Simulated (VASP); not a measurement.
NaCl, 2 atoms in the cell. The structure is cubic, space group Fm-3m (No. 225). Conventional cell: a = 5.287 Å, b = 5.287 Å, c = 5.287 Å, α = 90.00°, β = 90.00°, γ = 90.00°. Within 3.5 Å of Na (site symmetry m-3m) lie 6 Cl at 2.64 Å. Within 3.5 Å of Cl (site symmetry m-3m) lie 6 Na at 2.64 Å. 

| Property | Result |
| --- | --- |
| Program | VASP 6.6.1 |
| Task | single point |
| Functional | LDA |
| Potentials or basis | VASP PAW LDA potentials, release 64 (Na_pv, Cl) |
| Cutoff | 520 eV |
| k mesh | 8 × 8 × 8 |
| Occupations | gaussian, width 0.01 eV |
| Spin | no spin polarisation |
| Dipole correction | no |
| Further INCAR settings | ALGO = Normal; EDIFF = 1e-07; NBANDS = 14 |

Potentials or basis: VASP PAW LDA potentials, release 64 (Na_pv, Cl).

The run is started by

```sh
$ cat potpaw_LDA.64/Na_pv/POTCAR potpaw_LDA.64/Cl/POTCAR > POTCAR
$ mpirun -np 1 vasp_std > vasp.out
```

Hardware: 1 thread of Intel(R) Xeon(R) 6975P-C (Granite Rapids) (shared host).

Problem. How long does it take, and how much memory?

Solution. Wall time 12 s on 1 thread of Intel(R) Xeon(R) 6975P-C (Granite Rapids), with other jobs on the host, peak memory 0.14 GiB. Counts: scf iterations 12, k points 29.
